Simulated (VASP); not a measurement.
# C (Im-3m) in VASP: notebook, part 2 of 2

VASP 6.6.1. The steps go on from the part before.

## Step 4: Relaxation of cell and atoms, PBE

INCAR reads:

```
PREC = Accurate
ENCUT = 600
EDIFF = 1E-7
ISMEAR = 0
SIGMA = 0.1
LREAL = F
LASPH = T
NELM = 60
ALGO = Normal
ISIF = 3
LWAVE = F
LCHARG = F
GGA = PE
IBRION = 2
NSW = 90
EDIFFG = -0.04
```

KPOINTS reads:

```
regular mesh
0
Gamma
  8 8 8
```

POSCAR reads:

```
C
1.0
   -1.6874529200      1.6874529200      1.6874529200
    1.6874529200     -1.6874529200      1.6874529200
    1.6874529200      1.6874529200     -1.6874529200
C
3
Direct
    0.0000000000      0.5000000000      0.5000000000
    0.5000000000      0.0000000000      0.5000000000
    0.5000000000      0.5000000000      0.0000000000
```

Potentials or basis: VASP PAW PBE potentials, release 64 (C).

Run with:

```
$ cat potpaw_PBE.64/C/POTCAR > POTCAR
$ mpirun -np 1 vasp_std > vasp.out
```

OUTCAR:

```text
PREC = Accurate
   ENCUT = 600
   EDIFF = 1E-7
   ISMEAR = 0
   LREAL = F
   LASPH = T
   NELM = 60
   ISIF = 3
   GGA = PE
   IBRION = 2
   NSW = 90
   EDIFFG = -0.04

 ion  position               nearest neighbor table
   1  0.000  0.500  0.500-   2 1.69   3 1.69   3 1.69   2 1.69
   2  0.500  0.000  0.500-   1 1.69   3 1.69   3 1.69   1 1.69
   3  0.500  0.500  0.000-   1 1.69   2 1.69   2 1.69   1 1.69

  LATTYP: Found a body centered cubic cell.
 ALAT       =     3.3749058400

  Lattice vectors:

 A1 = (  -1.6874529200,   1.6874529200,   1.6874529200)
 A2 = (   1.6874529200,  -1.6874529200,   1.6874529200)
 A3 = (   1.6874529200,   1.6874529200,  -1.6874529200)

Analysis of symmetry for initial positions (statically):
[... 265 lines left out ...]
 Fermi energy:         9.7048761955

 k-point     1 :       0.0000    0.0000    0.0000
  band No.  band energies     occupation
      1     -11.8987      2.00000
      2       3.2024      2.00000
      3       3.2024      2.00000
      4       3.2024      2.00000
      5       9.7741      0.32792
      6       9.7741      0.32792
      7      10.2099      0.00000
      8      10.2099      0.00000
      9      10.2099      0.00000
     10      20.8656      0.00000
[... 287 lines left out ...]
 k-point    24 :      -0.3750    0.3750    0.2500
  band No.  band energies     occupation
      1      -7.6766      2.00000
      2      -2.7523      2.00000
      3      -0.0204      2.00000
      4       0.5434      2.00000
      5       3.9781      2.00000
      6      10.1619      0.00000
      7      10.8599      0.00000
      8      11.7226      0.00000
      9      13.6464      0.00000
     10      19.9537      0.00000

 [... further k-points ...]

------------------------ aborting loop because EDIFF is reached ----------------------------------------

  FORCE on cell =-STRESS in cart. coord.  units (eV):
  Direction    XX          YY          ZZ          XY          YZ          ZX
  --------------------------------------------------------------------------------------
  -------------------------------------------------------------------------------------
  Total       -0.0229636     -0.0229636     -0.0229636     -0.0000000      0.0000000     -0.0000000
  in kB       -2.0116652     -2.0116652     -2.0116652     -0.0000000      0.0000000     -0.0000000
  external PRESSURE =      -2.0116652 kB  Pullay stress =       0.0000000 kB
[... 18 lines left out ...]
  FREE ENERGIE OF THE ION-ELECTRON SYSTEM (eV)
  ---------------------------------------------------
  free  energy   TOTEN  =       -18.0426534618 eV

  energy  without entropy=      -18.0353322925  energy(sigma->0) =      -18.03899288

 reached required accuracy - stopping structural energy minimisation
```

OSZICAR:

```text
N       E                     dE             d eps       ncg     rms          rms(c)
DAV:   1     0.210691675926E+02    0.21069E+02   -0.72649E+03   588   0.128E+03
DAV:   2    -0.166410043923E+02   -0.37710E+02   -0.36062E+02   808   0.179E+02
DAV:   3    -0.181815551954E+02   -0.15406E+01   -0.15230E+01   712   0.324E+01
[... 19 lines left out ...]
DAV:   2    -0.180436949318E+02    0.26775E-02   -0.25309E-03   628   0.484E-01    0.221E-01
DAV:   3    -0.180426640935E+02    0.10308E-02   -0.21938E-03   584   0.359E-01    0.260E-02
DAV:   4    -0.180426574389E+02    0.66546E-05   -0.12190E-05   690   0.371E-02    0.164E-02
DAV:   5    -0.180426535144E+02    0.39245E-05   -0.11501E-06   606   0.108E-02    0.259E-03
DAV:   6    -0.180426534618E+02    0.52636E-07   -0.31130E-08   312   0.197E-03
   3 F= -.18042653E+02 E0= -.18038993E+02  d E =-.364644E-01
```

Run time: 21 s. Hardware: 1 thread of Intel Xeon 8259CL, shared host; peak memory 0.13 GiB.

What came out:

```yaml
Free_energy: -18.0427 eV
Relaxed_volume: 6.10 Å³/atom
Relaxed_cell: a = 2.875 Å, b = 2.875 Å, c = 2.875 Å, α = 109.47°, β = 109.47°, γ = 109.47°
Space_group_after_relaxing_to_0.1_Å: Im-3m (No. 229)
Energy_gained_by_relaxing: 12.2 meV/atom
Ionic_steps: 3
Pressure_after_relaxing: -0.2 GPa
Band_gap_on_the_k_mesh: zero (bands 6 and 7 overlap by 2.71 eV)
```

Step by step:
```tsv
step	energy change (eV)	largest force (eV/Å)	pressure (GPa)	volume (Å³)
1	0.0000	0.0000	-12.18	19.22
2	-0.0295	0.0000	6.12	17.90
3	-0.0365	0.0000	-0.20	18.29
```

Final structure:
```
C
1.0
    -1.65976    1.65976    1.65976
     1.65976   -1.65976    1.65976
     1.65976    1.65976   -1.65976
C
3
Direct
  0.00000 0.50000 0.50000
  0.50000 0.00000 0.50000
  0.50000 0.50000 0.00000
```

## Step 5: Single point, PBE, collinear spin

This run uses another cell than the first one, of 6.11 Å³/atom.

INCAR reads:

```
SYSTEM = C
ALGO = Normal ; EDIFF = 1E-6
ENCUT = 520 ; GGA = PE
ISIF = 2 ; ISMEAR = 0
ISPIN = 2 ; LASPH = .True.
LCHARG = .False. ; LORBIT = 11
LREAL = .False. ; LWAVE = .False.
MAGMOM = 1 1 1 ; NBANDS = 17
NELM = 150 ; PREC = Accurate
SIGMA = 0.1
```

KPOINTS reads:

```
k-points
0
Gamma
  8 8 8
  0 0 0
```

POSCAR reads:

```
C
1.0
   -1.6606909801      1.6606909801      1.6606909801
    1.6606909801     -1.6606909801      1.6606909801
    1.6606909801      1.6606909801     -1.6606909801
C
3
Direct
    0.0000000000      0.5000000000      0.5000000000
    0.5000000000      0.0000000000      0.5000000000
    0.5000000000      0.5000000000      0.0000000000
```

Potentials or basis: VASP PAW PBE potentials, release 64 (C).

Run with:

```
$ cat potpaw_PBE.64/C/POTCAR > POTCAR
$ mpirun -np 1 vasp_std > vasp.out
```

OUTCAR:

```text
SYSTEM = C
   EDIFF = 1E-6
   ENCUT = 520
   GGA = PE
   ISIF = 2
   ISMEAR = 0
   ISPIN = 2
   LASPH = .True.
   LORBIT = 11
   LREAL = .False.
   NELM = 150
   PREC = Accurate

 ion  position               nearest neighbor table
   1  0.000  0.500  0.500-   2 1.66   3 1.66   3 1.66   2 1.66
   2  0.500  0.000  0.500-   1 1.66   3 1.66   3 1.66   1 1.66
   3  0.500  0.500  0.000-   1 1.66   2 1.66   2 1.66   1 1.66

  LATTYP: Found a body centered cubic cell.
 ALAT       =     3.3213819602

  Lattice vectors:

 A1 = (  -1.6606909801,   1.6606909801,   1.6606909801)
 A2 = (   1.6606909801,  -1.6606909801,   1.6606909801)
 A3 = (   1.6606909801,   1.6606909801,  -1.6606909801)

Analysis of symmetry for initial positions (statically):
=====================================================================
 Subroutine PRICEL returns:
 Original cell was already a primitive cell.

[... 1148 lines left out ...]
      6      10.1396      0.00000
[... 9 lines left out ...]
     16      34.1103      0.00000
     17      36.6196      0.00000

 [... further k-points ...]

------------------------ aborting loop because EDIFF is reached ----------------------------------------

  FORCE on cell =-STRESS in cart. coord.  units (eV):
  Direction    XX          YY          ZZ          XY          YZ          ZX
  --------------------------------------------------------------------------------------
  -------------------------------------------------------------------------------------
  Total       -0.0286945     -0.0286945     -0.0286945     -0.0000000      0.0000000     -0.0000000
  in kB       -2.5094764     -2.5094764     -2.5094764     -0.0000000      0.0000000     -0.0000000
  external PRESSURE =      -2.5094764 kB  Pullay stress =       0.0000000 kB

 VOLUME and BASIS-vectors are now :
 -----------------------------------------------------------------------------
  energy-cutoff  :      520.00
  volume of cell :       18.32
      direct lattice vectors                 reciprocal lattice vectors
    -1.660690980  1.660690980  1.660690980     0.000000000  0.301079494  0.301079494
     1.660690980 -1.660690980  1.660690980     0.301079494  0.000000000  0.301079494
     1.660690980  1.660690980 -1.660690980     0.301079494  0.301079494  0.000000000

 POSITION                                       TOTAL-FORCE (eV/Angst)
 -----------------------------------------------------------------------------------
      1.66069      0.00000      0.00000        -0.000000     -0.000000      0.000000
      0.00000      1.66069      0.00000         0.000000     -0.000000      0.000000
      0.00000      0.00000      1.66069         0.000000      0.000000     -0.000000
 -----------------------------------------------------------------------------------
    total drift:                               -0.000000     -0.000000      0.000000

  FREE ENERGIE OF THE ION-ELECTRON SYSTEM (eV)
  ---------------------------------------------------
  free  energy   TOTEN  =       -18.0377547273 eV

  energy  without entropy=      -18.0304094925  energy(sigma->0) =      -18.03408211

 total charge

# of ion       s       p       d       tot
------------------------------------------
    1        0.870   1.436   0.000   2.305
    2        0.870   1.436   0.000   2.305
    3        0.870   1.436   0.000   2.305
--------------------------------------------------
tot          2.609   4.307   0.000   6.916

 magnetization (x)

# of ion       s       p       d       tot
------------------------------------------
    1       -0.000  -0.000   0.000  -0.000
    2       -0.000  -0.000   0.000  -0.000
    3       -0.000  -0.000   0.000  -0.000
--------------------------------------------------
tot         -0.000  -0.000   0.000  -0.000
```

OSZICAR:

```text
N       E                     dE             d eps       ncg     rms          rms(c)
DAV:   1     0.163415759035E+02    0.16342E+02   -0.59088E+03  1988   0.649E+02
DAV:   2    -0.165665660508E+02   -0.32908E+02   -0.30871E+02  2691   0.138E+02
DAV:   3    -0.173787506153E+02   -0.81218E+00   -0.80099E+00  2159   0.167E+01
DAV:   4    -0.173803104188E+02   -0.15598E-02   -0.15597E-02  2354   0.895E-01
DAV:   5    -0.173803124349E+02   -0.20161E-05   -0.20154E-05  2218   0.320E-02    0.680E+00
DAV:   6    -0.180539688822E+02   -0.67366E+00   -0.20785E-01  2085   0.283E+00    0.256E+00
DAV:   7    -0.180251804102E+02    0.28788E-01   -0.19483E-01  2086   0.276E+00    0.132E+00
DAV:   8    -0.180351384377E+02   -0.99580E-02   -0.21512E-02  2092   0.104E+00    0.554E-01
DAV:   9    -0.180373874848E+02   -0.22490E-02   -0.13048E-03  2259   0.306E-01    0.207E-01
DAV:  10    -0.180376703022E+02   -0.28282E-03   -0.15118E-04  2185   0.848E-02    0.565E-02
DAV:  11    -0.180377435923E+02   -0.73290E-04   -0.20315E-04  2227   0.984E-02    0.149E-02
DAV:  12    -0.180377512613E+02   -0.76690E-05   -0.10260E-05  2097   0.255E-02    0.878E-03
DAV:  13    -0.180377545886E+02   -0.33273E-05   -0.61263E-06  2288   0.161E-02    0.365E-03
DAV:  14    -0.180377547273E+02   -0.13873E-06   -0.52027E-07  1056   0.465E-03
   1 F= -.18037755E+02 E0= -.18034082E+02  d E =-.734523E-02  mag=    -0.0006
```

Wall time 32 s (1 thread of Intel Xeon 8259CL, shared host); peak memory 0.14 GiB.

What came out:

```
Free energy                                           : -18.0378 eV
Pressure                                              : -0.3 GPa
Band gap on the k mesh                                : zero (filled and empty bands overlap)
Net moment                                            : 0.00 μB per cell
Valence electrons inside the program's atomic spheres : C 2.31
```

## Step 6: Single point, PBE, collinear spin

INCAR reads:

```
ALGO = Normal
EDIFF = 1E-6
ENCUT = 520
GGA = PE
ISIF = 2
ISMEAR = 0
ISPIN = 2
LASPH = True
LCHARG = False
LORBIT = 11
LREAL = False
LWAVE = False
MAGMOM = 1 1 1
NBANDS = 17
NELM = 150
PREC = Accurate
SIGMA = 0.1
```

KPOINTS reads:

```
k-points
0
Gamma
  8 8 8
```

POSCAR reads:

```
C
1.0
   -1.6874529200      1.6874529200      1.6874529200
    1.6874529200     -1.6874529200      1.6874529200
    1.6874529200      1.6874529200     -1.6874529200
C
3
Direct
    0.0000000000      0.5000000000      0.5000000000
    0.5000000000      0.0000000000      0.5000000000
    0.5000000000      0.5000000000      0.0000000000
```

Potentials or basis: VASP PAW PBE potentials, release 64 (C).

Run with:

```
$ cat potpaw_PBE.64/C/POTCAR > POTCAR
$ mpirun -np 1 vasp_std > vasp.out
```

OUTCAR:

```text
EDIFF = 1E-6
   ENCUT = 520
   GGA = PE
   ISIF = 2
   ISMEAR = 0
   ISPIN = 2
   LASPH = True
   LORBIT = 11
   LREAL = False
   NELM = 150
   PREC = Accurate

 ion  position               nearest neighbor table
   1  0.000  0.500  0.500-   2 1.69   3 1.69   3 1.69   2 1.69
   2  0.500  0.000  0.500-   1 1.69   3 1.69   3 1.69   1 1.69
   3  0.500  0.500  0.000-   1 1.69   2 1.69   2 1.69   1 1.69

  LATTYP: Found a body centered cubic cell.
 ALAT       =     3.3749058400

  Lattice vectors:
[... 1182 lines left out ...]

 VOLUME and BASIS-vectors are now :
 -----------------------------------------------------------------------------
  energy-cutoff  :      520.00
  volume of cell :       19.22
      direct lattice vectors                 reciprocal lattice vectors
    -1.687452920  1.687452920  1.687452920     0.000000000  0.296304563  0.296304563
     1.687452920 -1.687452920  1.687452920     0.296304563  0.000000000  0.296304563
     1.687452920  1.687452920 -1.687452920     0.296304563  0.296304563  0.000000000

 POSITION                                       TOTAL-FORCE (eV/Angst)
 -----------------------------------------------------------------------------------
      1.68745      0.00000      0.00000        -0.000000     -0.000000      0.000000
      0.00000      1.68745      0.00000        -0.000000      0.000000     -0.000000
      0.00000      0.00000      1.68745         0.000000      0.000000      0.000000
 -----------------------------------------------------------------------------------
    total drift:                               -0.000000     -0.000000      0.000000

  FREE ENERGIE OF THE ION-ELECTRON SYSTEM (eV)
  ---------------------------------------------------
  free  energy   TOTEN  =       -18.0041576121 eV

  energy  without entropy=      -17.9968157001  energy(sigma->0) =      -18.00048666

 total charge

# of ion       s       p       d       tot
------------------------------------------
    1        0.874   1.393   0.000   2.267
    2        0.874   1.393   0.000   2.267
    3        0.874   1.393   0.000   2.267
--------------------------------------------------
tot          2.621   4.179   0.000   6.801

 magnetization (x)

# of ion       s       p       d       tot
------------------------------------------
    1       -0.000  -0.000   0.000  -0.000
    2       -0.000  -0.000   0.000  -0.000
    3       -0.000  -0.000   0.000  -0.000
--------------------------------------------------
tot         -0.000  -0.001   0.000  -0.001
```

Wall time 31 s (1 thread of Intel Xeon 8259CL, shared host); peak memory 0.14 GiB.

Results:

- Free energy: -18.0042 eV
- Pressure: -11.9 GPa
- Band gap on the k mesh: zero (filled and empty bands overlap)
- Net moment: 0.00 μB per cell
- Valence electrons inside the program's atomic spheres: C 2.27

Caveat: the cell stands under tension.

## Step 7: The runs side by side

| task | spin | cell | cutoff (eV) | gap on the mesh (eV) | pressure (GPa) | moment (μB) |
| --- | --- | --- | --- | --- | --- | --- |
| single point | off | a = 2.923 Å, angles 109.5°, 3 atoms | 520 | none | -11.9 | - |
| single point | off | a = 2.876 Å, angles 109.5°, 3 atoms | 520 | none | -0.2 | - |
| relaxation of cell and atoms | off | relaxed from a = 2.923 Å, angles 109.5°, 3 atoms | 600 | none | -0.2 | - |
| single point | collinear | a = 2.876 Å, angles 109.5°, 3 atoms | 520 | none | -0.3 | 0.00 |
| single point | collinear | a = 2.923 Å, angles 109.5°, 3 atoms | 520 | none | -11.9 | 0.00 |

Alike in all rows: level PBE; potentials or basis VASP PAW PBE potentials, release 64 (C); k mesh 8 × 8 × 8; smearing gaussian 0.1 eV.

Caveats: the cell stands under tension (at least some runs).

Total energies depend on the potentials used, so only differences within one code and one set of settings carry meaning.
